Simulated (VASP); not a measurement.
# Cu (I4/mmm) in VASP: a series of runs, part 2 of 2

VASP 6.6.1.

## Step 4: Relaxation of shape and atoms at fixed volume, PBE (volume scaled by 1.03)

File INCAR:

```
  PREC = Accurate
  ENCUT = 600
  EDIFF = 1E-7
  ISMEAR = 0
  SIGMA = 0.1
  LREAL = F
  LASPH = T
  NELM = 60
  ALGO = Normal
  ISIF = 4
  LWAVE = F
  LCHARG = F
  GGA = PE
  IBRION = 2
  NSW = 50
  EDIFFG = -0.01
```

File KPOINTS:

```
regular mesh
0
Gamma
  20 20 20
```

File POSCAR:

```
Cu
1.0
   -1.4901404036      1.4901404036      1.3932165499
    1.4901404036     -1.4901404036      1.3932165499
    1.4901404036      1.4901404036     -1.3932165499
Cu
1
Direct
    0.0000000000      0.0000000000      0.0000000000
```

Potentials or basis: VASP PAW PBE potentials, release 64 (Cu).

On the command line:

```sh
cat potpaw_PBE.64/Cu/POTCAR > POTCAR
mpirun -np 1 vasp_std > vasp.out
```

OUTCAR:

```text
PREC = Accurate
   ENCUT = 600
   EDIFF = 1E-7
   ISMEAR = 0
   LREAL = F
   LASPH = T
   NELM = 60
   ISIF = 4
   GGA = PE
   IBRION = 2
   NSW = 50
   EDIFFG = -0.01

 ion  position               nearest neighbor table
   1  0.000  0.000  0.000-

  LATTYP: Found a body centered tetragonal cell.
 ALAT       =     2.9802808072
 C/A-ratio  =     0.9349565628

  Lattice vectors:

 A1 = (  -1.4901404036,   1.4901404036,   1.3932165499)
 A2 = (   1.4901404036,  -1.4901404036,   1.3932165499)
 A3 = (   1.4901404036,   1.4901404036,  -1.3932165499)

Analysis of symmetry for initial positions (statically):
=====================================================================
 Subroutine PRICEL returns:
 Original cell was already a primitive cell.

 Routine SETGRP: Setting up the symmetry group for a
 body centered tetragonal supercell.

 Subroutine GETGRP returns: Found 16 space group operations
 (whereof 16 operations were pure point group operations)
 out of a pool of 16 trial point group operations.

The static configuration has the point symmetry D_4h.

Analysis of symmetry for dynamics (positions and initial velocities):
=====================================================================
 Subroutine PRICEL returns:
 Original cell was already a primitive cell.

 Routine SETGRP: Setting up the symmetry group for a
 body centered tetragonal supercell.

 Subroutine GETGRP returns: Found 16 space group operations
 (whereof 16 operations were pure point group operations)
 out of a pool of 16 trial point group operations.

The dynamic configuration has the point symmetry D_4h.

 Subroutine INISYM returns: Found 16 space group operations
 (whereof 16 operations are pure point group operations),
 and found     1 'primitive' translations

----------------------------------------------------------------------------------------

                                     Primitive cell

  volume of cell :      12.3747

  direct lattice vectors                    reciprocal lattice vectors
    -1.490140404  1.490140404  1.393216550     0.000000000  0.335538852  0.358881755
     1.490140404 -1.490140404  1.393216550     0.335538852  0.000000000  0.358881755
     1.490140404  1.490140404 -1.393216550     0.335538852  0.335538852  0.000000000

  length of vectors
     2.526279715  2.526279715  2.526279715     0.491306864  0.491306864  0.474523595

  position of ions in fractional coordinates (direct lattice)
     0.000000000  0.000000000  0.000000000

  ion indices of the primitive-cell ions
   primitive index   ion index
                 1           1

----------------------------------------------------------------------------------------

 KPOINTS: regular mesh

Automatic generation of k-mesh.
 Grid dimensions read from file:
 generate k-points for:   20   20   20

 Generating k-lattice:

  Cartesian coordinates                     Fractional coordinates (reciprocal lattice)
     0.000000000  0.016776943  0.017944088     0.050000000  0.000000000  0.000000000
     0.016776943  0.000000000  0.017944088     0.000000000  0.050000000  0.000000000
     0.016776943  0.016776943  0.000000000     0.000000000  0.000000000  0.050000000

  Length of vectors
     0.024565343  0.024565343  0.023726180

  Shift w.r.t. Gamma in fractional coordinates (k-lattice)
     0.000000000  0.000000000  0.000000000

 Subroutine IBZKPT returns following result:
 ===========================================

 Found    641 irreducible k-points:

 Following reciprocal coordinates:
            Coordinates               Weight
  0.000000  0.000000  0.000000      1.000000
  0.050000  0.000000  0.000000      8.000000
  0.100000 -0.000000  0.000000      8.000000
  0.150000  0.000000 -0.000000      8.000000
  0.200000 -0.000000  0.000000      8.000000
  0.250000  0.000000  0.000000      8.000000
[... 16 lines left out ...]
 -0.400000  0.050000 -0.000000     16.000000
 -0.350000  0.050000  0.000000     16.000000
 [... further k-points ...]
   k-points           NKPTS =    641   k-points in BZ     NKDIM =    641   number of bands    NBANDS=      9
   number of dos      NEDOS =    301   number of ions     NIONS =      1
   total plane-waves  NPLWV =   8000
   dimension x,y,z NGX =    20 NGY =   20 NGZ =   20
   dimension x,y,z NGXF=    40 NGYF=   40 NGZF=   40
   ions per type =               1
   NGX,Y,Z   is equivalent  to a cutoff of  13.16, 13.16, 13.16 a.u.
   NGXF,Y,Z  is equivalent  to a cutoff of  26.32, 26.32, 26.32 a.u.
 SYSTEM =  unknown system
   PREC   = accura    normal or accurate (medium, high low for compatibility)
   ISTART =      0    job   : 0-new  1-cont  2-samecut
   ICHARG =      2    charge: 1-file 2-atom 10-const
   ISPIN  =      1    spin polarized calculation?
   LNONCOLLINEAR =      F non collinear calculations
   LSORBIT =      F    spin-orbit coupling
   LASPH  =      T    aspherical Exc in radial PAW
   ENCUT  =  600.0 eV  44.10 Ry    6.64 a.u.   5.05  5.05  5.05*2*pi/ulx,y,z
   NELM   =     60;   NELMIN=  2; NELMDL= -5     # of ELM steps
   EDIFF  = 0.1E-06   stopping-criterion for ELM
   LREAL  =      F    real-space projection
   EDIFFG = -.1E-01   stopping-criterion for IOM
   NSW    =     50    number of steps for IOM
   IBRION =      2    ionic relax: 0-MD 1-quasi-New 2-CG
   NFREE  =      1    steps in history (QN), initial steepest desc. (CG)
   ISIF   =      4    stress and relaxation
   ISYM   =      2    0-nonsym 1-usesym 2-fastsym
   POTIM  = 0.5000    time-step for ionic-motion
   TEBEG  =    0.0;   TEEND  =   0.0 temperature during run
   PSTRESS=    0.0 pullay stress
   NELECT =      11.0000    total number of electrons
   NUPDOWN=      -1.0000    fix difference up-down
   EMIN   =  10.00;   EMAX   =-10.00  energy-range for DOS
   EFERMI =   0.00;   METHOD = LEGACY
   ISMEAR =     0;   SIGMA  =   0.10  broadening in eV -4-tet -1-fermi 0-gaus
   EFERMI_NEDOS =   21; number of points for ismear=-14 and -15
   IALGO  =     38    algorithm
   IMIX   =      4    mixing-type and parameters
     AMIX     =   0.40;   BMIX     =  1.00
     AMIX_MAG =   1.60;   BMIX_MAG =  1.00
  volume/ion in A,a.u.               =      12.37        83.51
  Fermi-wavevector in a.u.,A,eV,Ry     =   1.574085  2.974589 33.711729  2.477742
  Thomas-Fermi vector in A             =   2.675272
   LORBIT       =      0    0 simple, 1 ext, 2 COOP (PROOUT), +10 PAW based schemes
   GGA     = PE    functional components
   LHFCALC =     F    Hartree Fock is set to
   AEXX    =    0.0000 exact exchange contribution
   IVDW    =     0    specifies the selected vdW correction
   LEPSILON=     F    determine dielectric tensor
   LRPA    =     F    only Hartree local field effects (RPA)
 conjugate gradient relaxation of ions
 non-spin polarized calculation
 Gauss-broadening in eV      SIGMA  =   0.10
  energy-cutoff  :      600.00
  volume of cell :       12.37
 maximum number of plane-waves:       426
   NGX = 11   NGY = 11   NGZ = 11

 number of electron      10.9999997 magnetization

 Free energy of the ion-electron system (eV)
  ---------------------------------------------------
  ext. energy  EPLUGINS =         0.00000000
  ---------------------------------------------------
  free energy    TOTEN  =        -3.68872564 eV

  energy without entropy =       -3.68633671  energy(sigma->0) =       -3.68753117

 E-fermi :   7.0139     XC(G=0): -12.4581

 val. band max:        7.0102122377   @ k =   0.3000   0.1000   0.1000
 cond. band min:       7.0185186973   @ k =  -0.4000   0.4000   0.2000
 fundamental gap:      0.0083064596
 Fermi energy:         7.0138516812

 k-point     1 :       0.0000    0.0000    0.0000
  band No.  band energies     occupation
      1      -1.9750      2.00000
      2       3.9053      2.00000
      3       4.1548      2.00000
      4       4.1548      2.00000
      5       4.8514      2.00000
      6       5.1156      2.00000
      7      30.8233      0.00000
      8      30.8233      0.00000
      9      32.6880      0.00000
[... 265 lines left out ...]
 k-point    24 :      -0.3500    0.0500    0.0000
  band No.  band energies     occupation
      1       1.4355      2.00000
      2       3.5077      2.00000
      3       4.1848      2.00000
      4       4.9601      2.00000
      5       5.0650      2.00000
      6       5.2777      2.00000
      7      17.1176      0.00000
      8      23.6025      0.00000
      9      25.1450      0.00000

 [... further k-points ...]

------------------------ aborting loop because EDIFF is reached ----------------------------------------

  FORCE on cell =-STRESS in cart. coord.  units (eV):
  Direction    XX          YY          ZZ          XY          YZ          ZX
  --------------------------------------------------------------------------------------
  -------------------------------------------------------------------------------------
  Total       -0.2455697     -0.2455697     -0.2554500      0.0000000      0.0000000      0.0000000
  in kB      -31.7945328    -31.7945328    -33.0737486      0.0000000      0.0000000      0.0000000
  external PRESSURE =     -32.2209381 kB  Pullay stress =       0.0000000 kB

 VOLUME and BASIS-vectors are now :
 -----------------------------------------------------------------------------
  energy-cutoff  :      600.00
  volume of cell :       12.37
      direct lattice vectors                 reciprocal lattice vectors
    -1.490140404  1.490140404  1.393216550     0.000000000  0.335538852  0.358881755
     1.490140404 -1.490140404  1.393216550     0.335538852  0.000000000  0.358881755
     1.490140404  1.490140404 -1.393216550     0.335538852  0.335538852  0.000000000

 POSITION                                       TOTAL-FORCE (eV/Angst)
 -----------------------------------------------------------------------------------
      0.00000      0.00000      0.00000        -0.000000      0.000000      0.000000
 -----------------------------------------------------------------------------------
    total drift:                                0.000000     -0.000000      0.000000

  FREE ENERGIE OF THE ION-ELECTRON SYSTEM (eV)
  ---------------------------------------------------
  free  energy   TOTEN  =        -3.6887256374 eV

  energy  without entropy=       -3.6863367099  energy(sigma->0) =       -3.68753117

 reached required accuracy - stopping structural energy minimisation
```

CONTCAR:

```text
Cu
   1.00000000000000
    -1.4901404036000001    1.4901404036000001    1.3932165499000000
     1.4901404036000001   -1.4901404036000001    1.3932165499000000
     1.4901404036000001    1.4901404036000001   -1.3932165499000000
  Cu
     1
Direct
     0.0000000000000000    0.0000000000000000    0.0000000000000000

  0.00000000E+00  0.00000000E+00  0.00000000E+00
```

Wall time 1.7 min (1 thread of Intel Xeon 8259CL, shared host); peak memory 0.21 GiB.

Results:

* Free energy: -3.6887 eV
* Pressure after relaxing: -3.2 GPa

Final structure:
```
Cu
1.0
    -1.49014    1.49014    1.39322
     1.49014   -1.49014    1.39322
     1.49014    1.49014   -1.39322
Cu
1
Direct
  0.00000 0.00000 0.00000
```

Caveat: the relaxation stopped at its first step, so nothing moved.

## Step 5: Relaxation of shape and atoms at fixed volume, PBE (volume scaled by 1.06)

File INCAR:

```
PREC = Accurate
ENCUT = 600
EDIFF = 1E-6
ISMEAR = 0
SIGMA = 0.1
LREAL = False
LASPH = True
NELM = 80
ALGO = Normal
ISIF = 4
LWAVE = False
LCHARG = False
GGA = PE
IBRION = 2
NSW = 50
EDIFFG = -0.01
```

KPOINTS is that of step 4.

File POSCAR:

```
Cu
1.0
   -1.5044695557      1.5044695557      1.4066136847
    1.5044695557     -1.5044695557      1.4066136847
    1.5044695557      1.5044695557     -1.4066136847
Cu
1
Direct
    0.0000000000      0.0000000000      0.0000000000
```

On the command line:

```sh
cat potpaw_PBE.64/Cu/POTCAR > POTCAR
mpirun -np 1 vasp_std > vasp.out
```

Wall time 2.8 min (1 thread of Intel Xeon 8259CL, shared host); peak memory 0.21 GiB.

It converged, with:

```
Free energy               : -3.6779 eV
Energy gained by relaxing : 0.0 meV/atom
Ionic steps               : 3
Pressure after relaxing   : -6.3 GPa
```

Stress tensor (GPa, compression positive):
```
-6.28  0.00  0.00
 0.00 -6.28  0.00
 0.00  0.00 -6.46
```

Final structure:
```xyz
1
Lattice="-1.5064 1.5064 1.4030 1.5064 -1.5064 1.4030 1.5064 1.5064 -1.4030" Properties=species:S:1:pos:R:3 pbc="T T T"
Cu    0.0000    0.0000    0.0000
```

Levels at points of the mesh, in eV from the Fermi level:
```csv
k point,band 4,band 5,band 6,band 7,band 8,band 9
"(0.00, 0.00, 0.00)",-2.77,-2.12,-1.85,23.44,23.44,25.44
"(0.50, 0.00, 0.00)",-1.75,-1.32,-0.20,4.23,16.05,16.31
"(0.50, 0.50, 0.00)",-1.94,-1.35,-0.71,3.49,18.02,18.16
"(0.50, 0.50, 0.50)",-1.49,-1.42,7.06,7.06,9.65,12.40
```

## Step 6: The runs side by side

```csv
task,cell,k mesh,cutoff (eV),smearing,gap on the mesh (eV),pressure (GPa)
single point,"a = 2.502, b = 2.502, c = 4.173 Å, angles 90.0, 90.0, 113.1°, 2 atoms",14 × 14 × 8,520,gaussian 0.15 eV,none,0.7
relaxation of shape and atoms at fixed volume,"relaxed from a = 2.476 Å, angles 107.7, 107.7, 113.1°, 1 atom",20 × 20 × 20,600,gaussian 0.1 eV,none,5.1
relaxation of shape and atoms at fixed volume,"relaxed from a = 2.526 Å, angles 107.7, 107.7, 113.1°, 1 atom",20 × 20 × 20,600,gaussian 0.1 eV,none,-3.2
relaxation of shape and atoms at fixed volume,"relaxed from a = 2.551 Å, angles 107.7, 107.7, 113.1°, 1 atom",20 × 20 × 20,600,gaussian 0.1 eV,none,-6.3
```

Alike in all rows: level PBE; potentials or basis VASP PAW PBE potentials, release 64 (Cu); no spin polarisation.

Caveats: the relaxation stopped at its first step, so nothing moved (some runs).

Absolute energies hang on the potentials; compare differences alone.
